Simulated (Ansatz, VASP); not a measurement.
**Two plane-wave programs on ZnCu**

```
Zn Cu
1.0
     2.90520    0.00000    0.00000
     0.00000    2.90520    0.00000
     0.00000    0.00000    2.90520
Zn Cu
1 1
Direct
  0.50000 0.50000 0.50000
  0.00000 0.00000 0.00000
```

Alike in both runs: task single point; functional PBE; k mesh 8 × 8 × 8; no spin polarisation.

```csv
,VASP,Ansatz
version,VASP 6.6.1,Ansatz 0.2.0
potentials or method,"VASP PAW PBE potentials, release 64 (Zn, Cu), cutoff 520 eV","plane waves, PAW"
occupations,"fermi-dirac, width 0.1 eV",fermi-dirac
valence electrons in the cell,23,31
```

|  | VASP | Ansatz | Ansatz less VASP |
| --- | --- | --- | --- |
| pressure (GPa) | 8.7 | 8.1 | -0.61 |

VASP's potentials hold 23 valence electrons a cell and Ansatz's 31, so a difference there can come from the potentials and not from the codes.
